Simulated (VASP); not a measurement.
# B4Au (P1) in VASP: single point with PBE

Aim: the single point of B4Au with PBE.

All numbers are computed with VASP 6.6.1; they aren't measurements. Logs are shortened: lines on timing, memory, paths and dates and some standing lists are left out, and cuts for length are marked.

## Step 1: The cell of the first run

The typed cell holds 10 atoms: a = 3.201 Å, b = 4.823 Å, c = 6.332 Å, α = 80.72°, β = 87.23°, γ = 86.84°.

## Step 2: Single point, PBE

INCAR reads:

```
SYSTEM = B4Au
PREC = Accurate ; ENCUT = 520
EDIFF = 1E-7 ; ISMEAR = 0
SIGMA = 0.1 ; LREAL = .FALSE.
LASPH = .TRUE. ; NELM = 100
ALGO = Normal ; ISIF = 2
LWAVE = .FALSE. ; LCHARG = .TRUE.
GGA = PE ; LELF = .TRUE.
LVHAR = .TRUE. ; NBANDS = 34
```

KPOINTS reads:

```
Automatic mesh
0
G
  6 4 4
  0 0 0
```

POSCAR reads:

```
B4Au
1.0
   -3.1982884040      0.0566196913     -0.1064278653
   -0.1726226827      4.8136430115     -0.2442156702
   -0.0840541168      0.7003251171     -6.2920948989
B Au
8 2
Direct
    0.6027240410      0.0862793126      0.9644709533
    0.3091502663      0.0951513253      0.5525149292
    0.8596186047      0.8925668360      0.1942144689
    0.8135482014      0.1108163155      0.6875721667
    0.0786586483      0.6176237120      0.0673174896
    0.0853845330      0.4567903090      0.5566521423
    0.1172709794      0.9560073431      0.9403172860
    0.0261411072      0.8319218427      0.4568920151
    0.5671595328      0.4181083163      0.2724438323
    0.5403440858      0.5347346873      0.8076047164
```

Potentials or basis: VASP PAW PBE potentials, release 64 (B, Au).

Run with:

```sh
> cat potpaw_PBE.64/B/POTCAR potpaw_PBE.64/Au/POTCAR > POTCAR
> mpirun -np 1 vasp_std > vasp.out
```

OUTCAR:

```text
SYSTEM = B4Au
   PREC = Accurate
   ENCUT = 520
   EDIFF = 1E-7
   ISMEAR = 0
   LREAL = .FALSE.
   LASPH = .TRUE.
   NELM = 100
   ISIF = 2
   GGA = PE

 ion  position               nearest neighbor table
   1  0.603  0.086  0.964-   7 1.73   7 1.74   3 1.80   4 1.84  10 2.23   9 2.71
   2  0.309  0.095  0.553-   4 1.77   8 1.80   6 1.85   4 1.87   9 2.32
   3  0.860  0.893  0.194-   8 1.75   5 1.76   7 1.76   1 1.80   9 2.49   9 2.76
   4  0.814  0.111  0.688-   2 1.77   1 1.84   2 1.87   7 1.94   6 1.97  10 2.40
   5  0.079  0.618  0.067-   7 1.71   3 1.76   9 2.16   9 2.20  10 2.23  10 2.53
   6  0.085  0.457  0.557-   8 1.82   2 1.85   4 1.97  10 2.29   9 2.34  10 2.36   9 2.54
   7  0.117  0.956  0.940-   5 1.71   1 1.73   1 1.74   3 1.76   4 1.94  10 2.61
   8  0.026  0.832  0.457-   3 1.75   2 1.80   6 1.82  10 2.88
   9  0.567  0.418  0.272-   5 2.16   5 2.20   2 2.32   6 2.34   3 2.49   6 2.54   1 2.71   3 2.76
                            10 2.91  10 3.52
  10  0.540  0.535  0.808-   5 2.23   1 2.23   6 2.29   6 2.36   4 2.40   5 2.53   7 2.61   8 2.88
                             9 2.91   9 3.52

  LATTYP: Found a triclinic cell.
 ALAT       =     5.6394068310
 B/A-ratio  =     0.5675347851
 C/A-ratio  =     1.2970597734
 COS(alpha) =     0.0054461773
 COS(beta)  =     0.4476539007
 COS(gamma) =     0.5204062279

  Lattice vectors:

 A1 = (  -3.0256657213,  -4.7570233202,   0.1377878049)
 A2 = (  -3.1982884040,   0.0566196913,  -0.1064278653)
 A3 = (   0.0885685659,  -4.1133178944,  -6.0478792287)

Analysis of symmetry for initial positions (statically):
=====================================================================
 Subroutine PRICEL returns:
 Original cell was already a primitive cell.

 Routine SETGRP: Setting up the symmetry group for a
 triclinic supercell.

 Subroutine GETGRP returns: Found  1 space group operations
 (whereof  1 operations were pure point group operations)
 out of a pool of  2 trial point group operations.

The static configuration has the point symmetry C_1 .

Analysis of symmetry for dynamics (positions and initial velocities):
=====================================================================
 Subroutine PRICEL returns:
 Original cell was already a primitive cell.

 Routine SETGRP: Setting up the symmetry group for a
 triclinic supercell.

 Subroutine GETGRP returns: Found  1 space group operations
 (whereof  1 operations were pure point group operations)
 out of a pool of  2 trial point group operations.

The dynamic configuration has the point symmetry C_1 .

 Subroutine INISYM returns: Found  1 space group operations
 (whereof  1 operations are pure point group operations),
 and found     1 'primitive' translations

----------------------------------------------------------------------------------------

                                     Primitive cell

  volume of cell :      96.2319

  direct lattice vectors                    reciprocal lattice vectors
    -3.198288404  0.056619691 -0.106427865    -0.312961381 -0.011073573  0.002948238
    -0.172622683  4.813643011 -0.244215670     0.002927536  0.209026201  0.023226005
    -0.084054117  0.700325117 -6.292094899     0.005179970 -0.007925649 -0.159880921

  length of vectors
     3.200559544  4.822924313  6.331506818     0.313171107  0.210332999  0.160161035

  position of ions in fractional coordinates (direct lattice)
     0.602724041  0.086279313  0.964470953
     0.309150266  0.095151325  0.552514929
     0.859618605  0.892566836  0.194214469
     0.813548201  0.110816316  0.687572167
     0.078658648  0.617623712  0.067317490
     0.085384533  0.456790309  0.556652142
     0.117270979  0.956007343  0.940317286
     0.026141107  0.831921843  0.456892015
     0.567159533  0.418108316  0.272443832
     0.540344086  0.534734687  0.807604716

  ion indices of the primitive-cell ions
   primitive index   ion index
                 1           1
                 2           2
                 3           3
                 4           4
                 5           5
                 6           6
                 7           7
                 8           8
                 9           9
                10          10

----------------------------------------------------------------------------------------

 KPOINTS: Automatic mesh

Automatic generation of k-mesh.
 Grid dimensions read from file:
 generate k-points for:    6    4    4

 Generating k-lattice:

  Cartesian coordinates                     Fractional coordinates (reciprocal lattice)
    -0.052160230 -0.001845596  0.000491373     0.166666667  0.000000000  0.000000000
     0.000731884  0.052256550  0.005806501     0.000000000  0.250000000  0.000000000
     0.001294992 -0.001981412 -0.039970230     0.000000000  0.000000000  0.250000000

  Length of vectors
     0.052195185  0.052583250  0.040040259

  Shift w.r.t. Gamma in fractional coordinates (k-lattice)
     0.000000000  0.000000000  0.000000000

 Subroutine IBZKPT returns following result:
 ===========================================

 Found     52 irreducible k-points:

 Following reciprocal coordinates:
            Coordinates               Weight
  0.000000  0.000000  0.000000      1.000000
  0.166667 -0.000000 -0.000000      2.000000
  0.333333 -0.000000  0.000000      2.000000
  0.500000 -0.000000  0.000000      1.000000
  0.000000  0.250000 -0.000000      2.000000
  0.166667  0.250000  0.000000      2.000000
[... 16 lines left out ...]
  0.333333  0.250000  0.250000      2.000000
  0.500000  0.250000  0.250000      2.000000
 [... further k-points ...]
   k-points           NKPTS =     52   k-points in BZ     NKDIM =     52   number of bands    NBANDS=     34
   number of dos      NEDOS =    301   number of ions     NIONS =     10
   total plane-waves  NPLWV =  41472
   dimension x,y,z NGX =    24 NGY =   36 NGZ =   48
   dimension x,y,z NGXF=    48 NGYF=   72 NGZF=   96
   ions per type =               8   2
   NGX,Y,Z   is equivalent  to a cutoff of  12.47, 12.41, 12.60 a.u.
   NGXF,Y,Z  is equivalent  to a cutoff of  24.93, 24.82, 25.21 a.u.
 SYSTEM =  B4Au
   PREC   = accura    normal or accurate (medium, high low for compatibility)
   ISTART =      0    job   : 0-new  1-cont  2-samecut
   ICHARG =      2    charge: 1-file 2-atom 10-const
   ISPIN  =      1    spin polarized calculation?
   LNONCOLLINEAR =      F non collinear calculations
   LSORBIT =      F    spin-orbit coupling
   LASPH  =      T    aspherical Exc in radial PAW
   ENCUT  =  520.0 eV  38.22 Ry    6.18 a.u.   5.95  8.97 11.77*2*pi/ulx,y,z
   NELM   =    100;   NELMIN=  2; NELMDL= -5     # of ELM steps
   EDIFF  = 0.1E-06   stopping-criterion for ELM
   LREAL  =      F    real-space projection
   EDIFFG = 0.1E-05   stopping-criterion for IOM
   NSW    =      0    number of steps for IOM
   IBRION =     -1    ionic relax: 0-MD 1-quasi-New 2-CG
   NFREE  =      0    steps in history (QN), initial steepest desc. (CG)
   ISIF   =      2    stress and relaxation
   ISYM   =      2    0-nonsym 1-usesym 2-fastsym
   POTIM  = 0.5000    time-step for ionic-motion
   TEBEG  =    0.0;   TEEND  =   0.0 temperature during run
   PSTRESS=    0.0 pullay stress
   NELECT =      46.0000    total number of electrons
   NUPDOWN=      -1.0000    fix difference up-down
   EMIN   =  10.00;   EMAX   =-10.00  energy-range for DOS
   EFERMI =   0.00;   METHOD = LEGACY
   ISMEAR =     0;   SIGMA  =   0.10  broadening in eV -4-tet -1-fermi 0-gaus
   EFERMI_NEDOS =   21; number of points for ismear=-14 and -15
   IALGO  =     38    algorithm
   IMIX   =      4    mixing-type and parameters
     AMIX     =   0.40;   BMIX     =  1.00
     AMIX_MAG =   1.60;   BMIX_MAG =  1.00
  volume/ion in A,a.u.               =       9.62        64.94
  Fermi-wavevector in a.u.,A,eV,Ry     =   1.280033  2.418911 22.292927  1.638484
  Thomas-Fermi vector in A             =   2.412484
   LORBIT       =      0    0 simple, 1 ext, 2 COOP (PROOUT), +10 PAW based schemes
   GGA     = PE    functional components
   LHFCALC =     F    Hartree Fock is set to
   AEXX    =    0.0000 exact exchange contribution
   IVDW    =     0    specifies the selected vdW correction
   LEPSILON=     F    determine dielectric tensor
   LRPA    =     F    only Hartree local field effects (RPA)
 non-spin polarized calculation
 Gauss-broadening in eV      SIGMA  =   0.10
  energy-cutoff  :      520.00
  volume of cell :       96.23
 maximum number of plane-waves:      2608
   NGX = 11   NGY = 17   NGZ = 23

 number of electron      46.0000002 magnetization

 Free energy of the ion-electron system (eV)
  ---------------------------------------------------
  ext. energy  EPLUGINS =         0.00000000
  ---------------------------------------------------
  free energy    TOTEN  =       -53.50734466 eV

  energy without entropy =      -53.50314537  energy(sigma->0) =      -53.50524501

 E-fermi :   7.4164     XC(G=0): -11.9227

 val. band max:        7.4047476019   @ k =   0.3333   0.2500   0.2500
 cond. band min:       7.4995752518   @ k =   0.5000  -0.0000   0.2500
 fundamental gap:      0.0948276499
 Fermi energy:         7.4163919403

 k-point     1 :       0.0000    0.0000    0.0000
  band No.  band energies     occupation
      1      -6.8921      2.00000
      2      -4.3883      2.00000
      3      -3.3054      2.00000
      4      -1.4178      2.00000
      5      -0.5257      2.00000
      6      -0.3426      2.00000
[... 26 lines left out ...]
     33      14.7017      0.00000
     34      15.2241      0.00000

 k-point     2 :       0.1667   -0.0000   -0.0000
  band No.  band energies     occupation
      1      -6.5655      2.00000
      2      -4.2060      2.00000
      3      -3.0002      2.00000
      4      -1.1541      2.00000
      5      -0.3927      2.00000
      6      -0.1218      2.00000
[... 806 lines left out ...]
 k-point    24 :       0.5000    0.2500    0.2500
  band No.  band energies     occupation
      1      -4.6396      2.00000
      2      -3.3874      2.00000
      3      -2.8489      2.00000
      4      -1.6419      2.00000
      5      -0.9997      2.00000
      6      -0.2459      2.00000
[... 26 lines left out ...]
     33      14.3800      0.00000
     34      15.1869      0.00000

 [... further k-points ...]

------------------------ aborting loop because EDIFF is reached ----------------------------------------

  FORCE on cell =-STRESS in cart. coord.  units (eV):
  Direction    XX          YY          ZZ          XY          YZ          ZX
  --------------------------------------------------------------------------------------
  -------------------------------------------------------------------------------------
  Total        0.0369159      0.0488448      0.0140472     -0.0375746     -0.0952869      0.0491070
  in kB        0.6146179      0.8132231      0.2338742     -0.6255840     -1.5864433      0.8175885
  external PRESSURE =       0.5539050 kB  Pullay stress =       0.0000000 kB

 VOLUME and BASIS-vectors are now :
 -----------------------------------------------------------------------------
  energy-cutoff  :      520.00
  volume of cell :       96.23
      direct lattice vectors                 reciprocal lattice vectors
    -3.198288404  0.056619691 -0.106427865    -0.312961381 -0.011073573  0.002948238
    -0.172622683  4.813643011 -0.244215670     0.002927536  0.209026201  0.023226005
    -0.084054117  0.700325117 -6.292094899     0.005179970 -0.007925649 -0.159880921

 POSITION                                       TOTAL-FORCE (eV/Angst)
 -----------------------------------------------------------------------------------
     -2.02365      1.12489     -6.15376        -0.020965      0.009467     -0.009093
     -1.05162      0.86247     -3.53262        -0.007653     -0.005587     -0.021115
     -2.91971      4.48118     -1.53148         0.003166      0.004783      0.000754
     -2.67888      1.06102     -4.43992         0.001645      0.022567      0.007284
     -0.36385      3.02462     -0.58277        -0.009303      0.006241      0.009994
     -0.39873      2.59350     -3.62315         0.010351      0.001749     -0.005286
     -0.61913      5.26705     -6.16252         0.031446     -0.031622      0.037240
     -0.26562      4.32603     -3.08076        -0.009509     -0.016666     -0.016505
     -1.90901      2.23554     -1.87671        -0.005480     -0.006624      0.011313
     -1.88837      3.17020     -5.26962         0.006303      0.015690     -0.014586
 -----------------------------------------------------------------------------------
    total drift:                                0.000067      0.000071      0.000141

  FREE ENERGIE OF THE ION-ELECTRON SYSTEM (eV)
  ---------------------------------------------------
  free  energy   TOTEN  =       -53.5073446563 eV

  energy  without entropy=      -53.5031453660  energy(sigma->0) =      -53.50524501
```

Wall time 65 s (1 thread of Intel Xeon Platinum 8481C at 2.70GHz (Sapphire Rapids), shared host); peak memory 0.27 GiB.

What came out:

```yaml
Free_energy: -53.5073 eV
Pressure: 0.1 GPa
Largest_force: 0.058 eV/Å
Band_gap_on_the_k_mesh: zero (band 23 reaches 8.00 eV, above the bottom of band 24 at 6.90 eV)
```

Forces on the atoms (eV/Å):
```
B   -0.021  0.009 -0.009
B   -0.008 -0.006 -0.021
B    0.003  0.005  0.001
B    0.002  0.023  0.007
B   -0.009  0.006  0.010
B    0.010  0.002 -0.005
B    0.031 -0.032  0.037
B   -0.010 -0.017 -0.017
Au  -0.005 -0.007  0.011
Au   0.006  0.016 -0.015
```

Caveat: spin-orbit coupling is left out, which moves the levels of the heavy elements.
